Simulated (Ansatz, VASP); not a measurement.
# One calculation of K2ICl, two programs

Contents of INCAR:

```
ALGO = Normal
EDIFF = 1E-6
ENCUT = 520
GGA = PE
ISIF = 2
ISMEAR = 0
LASPH = True
LCHARG = False
LREAL = False
LWAVE = False
NBANDS = 24
NELM = 100
PREC = Accurate
SIGMA = 0.01
```

KPOINTS

```
k-points
0
Gamma
  6 6 6
```

POSCAR

```
K2ICl
1.0
    2.3402182479      1.3511256354      7.7207727422
   -2.3402182479      1.3511256354      7.7207727422
    0.0000000000     -2.7022512708      7.7207727422
Cl I K
1 1 2
Direct
    1.0000000000      0.0000000000      0.0000000000
    0.5000000000      0.5000000000      0.5000000000
    0.2593657158      0.2593657158      0.2593657158
    0.7406342842      0.7406342842      0.7406342842
```

Input for Ansatz:

```yaml
crystal:
  lattice:
    - [2.3402182479, 1.3511256354, 7.7207727422]
    - [-2.3402182479, 1.3511256354, 7.7207727422]
    - [0.0, -2.7022512708, 7.7207727422]
  atoms:
    - { symbol: Cl, position: [1.0, 0.0, 0.0] }
    - { symbol: I, position: [0.5, 0.5, 0.5] }
    - { symbol: K, position: [0.2593657158, 0.2593657158, 0.2593657158] }
    - { symbol: K, position: [0.7406342842, 0.7406342842, 0.7406342842] }
kpoints:
  mp_grid: { grid: [6, 6, 6] }
hamiltonian:
  xc: pbe
scf:
  occupations: { method: fixed }
  n_extra_bands: 5
output:
  forces: true
  stress: true
  eigenvalues: true
```

Alike in both runs: task single point; functional PBE; k mesh 6 × 6 × 6; no spin polarisation.

|  | VASP | Ansatz |
| --- | --- | --- |
| version | VASP 6.6.1 | Ansatz 0.2.0 |
| potentials or method | VASP PAW PBE potentials, release 64 (Cl, I, K_sv) | plane waves, PAW |
| plane-wave cutoff (eV) | 520 | 420 |
| occupations | gaussian, width 0.01 eV | fixed |
| valence electrons in the cell | 32 | 42 |

|  | VASP | Ansatz | Ansatz less VASP |
| --- | --- | --- | --- |
| gap on the k mesh at the Fermi level (eV) | 3.89 | 3.89 | +0.003 |
| pressure (GPa) | 1.0 | 0.9 | -0.03 |
| rms of the force components (eV/Å) | 0.012 | 0.012 | -0.0001 |

Atom by atom the forces differ by 0.000 eV/Å (rms over components). VASP's potentials hold 32 valence electrons a cell and Ansatz's 42, so a difference there can come from the potentials and not from the codes.

Spin-orbit coupling is off throughout.
